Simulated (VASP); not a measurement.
Runs of VASP 6.6.1 on GaN. The structure is that of space group F-43m (No. 216), or close to it. The cells are those of the table. 

```tsv
cell	gap on the mesh (eV)	pressure (GPa)
a = 3.166, b = 3.166, c = 3.150 Å, angles 59.8, 59.8, 90.0°, 2 atoms	1.91	0.2
a = 3.119, b = 3.119, c = 3.144 Å, angles 60.3, 60.3, 90.0°, 2 atoms	(b)	(a)
a = 3.135, b = 3.135, c = 3.151 Å, angles 60.2, 60.2, 90.0°, 2 atoms	1.99	2.1
a = 3.150 Å, angles 60.0, 60.0, 90.0°, 2 atoms	1.97	1.1
a = 3.135, b = 3.135, c = 3.147 Å, angles 60.1, 60.1, 90.0°, 2 atoms	2.00	2.6
a = 3.182, b = 3.182, c = 3.157 Å, angles 59.7, 59.7, 90.0°, 2 atoms	1.83	-1.7
a = 3.087, b = 3.087, c = 3.153 Å, angles 60.7, 60.7, 90.0°, 2 atoms	2.02	5.1
a = 3.182, b = 3.182, c = 3.149 Å, angles 59.7, 59.7, 90.0°, 2 atoms	1.85	-0.7
a = 3.213, b = 3.213, c = 3.163 Å, angles 59.5, 59.5, 90.0°, 2 atoms	1.70	-4.3
a = 3.166, b = 3.166, c = 3.154 Å, angles 59.9, 59.9, 90.0°, 2 atoms	1.90	-0.3
```

Alike in all rows: task single point; level LDA; potentials or basis VASP PAW LDA potentials, release 64 (Ga_d, N); no spin polarisation; k mesh 10 × 10 × 10; cutoff (eV) 520; smearing gaussian 0.01 eV.

Problem. Fill in the values left out.

Solution. (a) 4.1; (b) 2.04.

A k mesh can miss the band edges, and the runs leave out spin-orbit coupling on Ga.
